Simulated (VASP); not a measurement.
# Cl (P6_3/mmc) in VASP: a series of runs, part 2 of 2

VASP 6.6.1.

### 3 Relaxation of cell and atoms, PBE

This run uses another cell than the first one, of 23.25 Å³/atom.

INCAR reads:

```
SYSTEM = Cl
PREC = Accurate ; ENCUT = 600
EDIFF = 1E-6 ; ISMEAR = 0
SIGMA = 0.1 ; LREAL = .FALSE.
LASPH = .TRUE. ; NELM = 80
ALGO = Normal ; ISIF = 3
LWAVE = .FALSE. ; LCHARG = .FALSE.
GGA = PE ; IBRION = 2
NSW = 100 ; EDIFFG = -0.01
```

KPOINTS reads:

```
regular mesh
0
G
  15 15 6
  0 0 0
```

POSCAR reads:

```
Cl
1.0
    3.7768952847      0.0000000000      0.0000000000
   -1.8884476424      3.2708872640      0.0000000000
    0.0000000000      0.0000000000      7.5279071540
Cl
4
Direct
    0.0000000000      0.0000000000      0.0000000000
    0.0000000000      0.0000000000      0.5000000000
    0.3333333333      0.6666666667      0.7500000000
    0.6666666667      0.3333333333      0.2500000000
```

Potentials or basis: VASP PAW PBE potentials, release 64 (Cl).

Started as:

```bash
$ cat potpaw_PBE.64/Cl/POTCAR > POTCAR
$ mpirun -np 1 vasp_std > vasp.out
```

OUTCAR:

```text
SYSTEM = Cl
   PREC = Accurate
   ENCUT = 600
   EDIFF = 1E-6
   ISMEAR = 0
   LREAL = .FALSE.
   LASPH = .TRUE.
   NELM = 80
   ISIF = 3
   GGA = PE
   IBRION = 2
   NSW = 100
   EDIFFG = -0.01

 ion  position               nearest neighbor table
   1  0.000  0.000  0.000-
   2  0.000  0.000  0.500-
   3  0.333  0.667  0.750-
   4  0.667  0.333  0.250-

  LATTYP: Found a hexagonal cell.
 ALAT       =     3.7768952847
 C/A-ratio  =     1.9931469068

  Lattice vectors:

 A1 = (   3.7768952847,   0.0000000000,   0.0000000000)
 A2 = (  -1.8884476424,   3.2708872640,   0.0000000000)
 A3 = (   0.0000000000,   0.0000000000,   7.5279071540)

Analysis of symmetry for initial positions (statically):
=====================================================================
 Subroutine PRICEL returns:
 Original cell was already a primitive cell.

 Routine SETGRP: Setting up the symmetry group for a
 hexagonal supercell.

 Subroutine GETGRP returns: Found 24 space group operations
 (whereof 12 operations were pure point group operations)
 out of a pool of 24 trial point group operations.

The static configuration has the point symmetry D_3d.
 The point group associated with its full space group is D_6h.

Analysis of symmetry for dynamics (positions and initial velocities):
=====================================================================
 Subroutine PRICEL returns:
 Original cell was already a primitive cell.

 Routine SETGRP: Setting up the symmetry group for a
 hexagonal supercell.

 Subroutine GETGRP returns: Found 24 space group operations
 (whereof 12 operations were pure point group operations)
[... 121 lines left out ...]
   EFERMI =   0.00;   METHOD = LEGACY
   ISMEAR =     0;   SIGMA  =   0.10  broadening in eV -4-tet -1-fermi 0-gaus
   EFERMI_NEDOS =   21; number of points for ismear=-14 and -15
   IALGO  =     38    algorithm
   IMIX   =      4    mixing-type and parameters
     AMIX     =   0.40;   BMIX     =  1.00
     AMIX_MAG =   1.60;   BMIX_MAG =  1.00
  volume/ion in A,a.u.               =      23.25       156.90
  Fermi-wavevector in a.u.,A,eV,Ry     =   1.097242  2.073487 16.380610  1.203941
  Thomas-Fermi vector in A             =   2.233599
   LORBIT       =      0    0 simple, 1 ext, 2 COOP (PROOUT), +10 PAW based schemes
   GGA     = PE    functional components
   LHFCALC =     F    Hartree Fock is set to
   AEXX    =    0.0000 exact exchange contribution
   IVDW    =     0    specifies the selected vdW correction
   LEPSILON=     F    determine dielectric tensor
   LRPA    =     F    only Hartree local field effects (RPA)
 conjugate gradient relaxation of ions
 non-spin polarized calculation
 Gauss-broadening in eV      SIGMA  =   0.10
  energy-cutoff  :      600.00
  volume of cell :       93.00
 maximum number of plane-waves:      3132
   NGX = 15   NGY = 15   NGZ = 31

 number of electron      27.9999997 magnetization

 Free energy of the ion-electron system (eV)
  ---------------------------------------------------
  ext. energy  EPLUGINS =         0.00000000
  ---------------------------------------------------
  free energy    TOTEN  =        -4.48856812 eV

  energy without entropy =       -4.46232731  energy(sigma->0) =       -4.47544772

 E-fermi :   1.3488     XC(G=0):  -8.9584

 val. band max:        1.3477606189   @ k =   0.3333   0.1333   0.0000
 cond. band min:       1.3606454076   @ k =   0.2667   0.1333   0.3333
 fundamental gap:      0.0128847887
 Fermi energy:         1.3488086090

 k-point     1 :       0.0000    0.0000    0.0000
  band No.  band energies     occupation
      1     -14.2997      2.00000
      2     -13.0454      2.00000
      3     -12.9642      2.00000
      4     -11.3676      2.00000
      5      -2.2968      2.00000
      6      -1.0432      2.00000
[... 481 lines left out ...]
      5      -3.2426      2.00000
      6      -2.8671      2.00000
[... 10 lines left out ...]
     17       9.6449      0.00000
     18      11.1914      0.00000

 [... further k-points ...]

------------------------ aborting loop because EDIFF is reached ----------------------------------------

  FORCE on cell =-STRESS in cart. coord.  units (eV):
  Direction    XX          YY          ZZ          XY          YZ          ZX
  --------------------------------------------------------------------------------------
  -------------------------------------------------------------------------------------
  Total       -0.0189067     -0.0189067     -0.0304132      0.0000000      0.0000000     -0.0000000
  in kB       -0.3257249     -0.3257249     -0.5239594      0.0000000      0.0000000     -0.0000000
  external PRESSURE =      -0.3918031 kB  Pullay stress =       0.0000000 kB

 VOLUME and BASIS-vectors are now :
 -----------------------------------------------------------------------------
  energy-cutoff  :      600.00
  volume of cell :       93.00
      direct lattice vectors                 reciprocal lattice vectors
     3.776895285  0.000000000  0.000000000     0.264767732  0.152863722  0.000000000
    -1.888447642  3.270887264  0.000000000     0.000000000  0.305727443  0.000000000
     0.000000000  0.000000000  7.527907154     0.000000000  0.000000000  0.132839045

 POSITION                                       TOTAL-FORCE (eV/Angst)
 -----------------------------------------------------------------------------------
      0.00000      0.00000      0.00000        -0.000000      0.000000      0.000000
      0.00000      0.00000      3.76395        -0.000000      0.000000      0.000000
     -0.00000      2.18059      5.64593        -0.000000      0.000000     -0.000000
      1.88845      1.09030      1.88198         0.000000     -0.000000      0.000000
 -----------------------------------------------------------------------------------
    total drift:                                0.000000     -0.000000      0.000000

  FREE ENERGIE OF THE ION-ELECTRON SYSTEM (eV)
  ---------------------------------------------------
  free  energy   TOTEN  =        -4.4885681220 eV

  energy  without entropy=       -4.4623273135  energy(sigma->0) =       -4.47544772

 reached required accuracy - stopping structural energy minimisation
```

OSZICAR:

```text
N       E                     dE             d eps       ncg     rms          rms(c)
DAV:   1     0.197183712775E+03    0.19718E+03   -0.13881E+04  3888   0.151E+03
DAV:   2     0.728995371589E+01   -0.18989E+03   -0.18812E+03  5784   0.248E+02
DAV:   3    -0.432981663764E+01   -0.11620E+02   -0.11505E+02  4310   0.725E+01
DAV:   4    -0.450541581928E+01   -0.17560E+00   -0.17509E+00  4686   0.104E+01
DAV:   5    -0.450890290198E+01   -0.34871E-02   -0.34852E-02  4260   0.145E+00    0.900E+00
DAV:   6    -0.448929581081E+01    0.19607E-01   -0.29322E-02  4352   0.110E+00    0.546E+00
DAV:   7    -0.448947527217E+01   -0.17946E-03   -0.32702E-02  4254   0.112E+00    0.330E-01
DAV:   8    -0.448870436803E+01    0.77090E-03   -0.18901E-03  4232   0.367E-01    0.132E-01
DAV:   9    -0.448855679217E+01    0.14758E-03   -0.77178E-04  4270   0.160E-01    0.293E-02
DAV:  10    -0.448856081002E+01   -0.40179E-05   -0.22361E-05  4258   0.423E-02    0.182E-02
DAV:  11    -0.448856682811E+01   -0.60181E-05   -0.79118E-06  4136   0.208E-02    0.477E-03
DAV:  12    -0.448856799286E+01   -0.11648E-05   -0.10050E-06  2482   0.832E-03    0.350E-03
DAV:  13    -0.448856812203E+01   -0.12916E-06   -0.23939E-07  2334   0.432E-03
   1 F= -.44885681E+01 E0= -.44754477E+01  d E =-.448857E+01
```

It took 61 s on 1 thread of Intel Xeon 6975P-C (Granite Rapids), shared host; peak memory 0.31 GiB.

What came out:

| Item | Value |
| --- | --- |
| Free energy | -4.4886 eV |
| Pressure after relaxing | 0.0 GPa |
| Band gap on the k mesh | zero (bands 14 and 15 overlap by 0.80 eV) |

Final structure:
```
CELL_PARAMETERS angstrom
3.77690 0.00000 0.00000
-1.88845 3.27089 0.00000
0.00000 0.00000 7.52791
ATOMIC_POSITIONS crystal
Cl 0.00000 0.00000 0.00000
Cl 0.00000 0.00000 0.50000
Cl 0.33333 0.66667 0.75000
Cl 0.66667 0.33333 0.25000
```
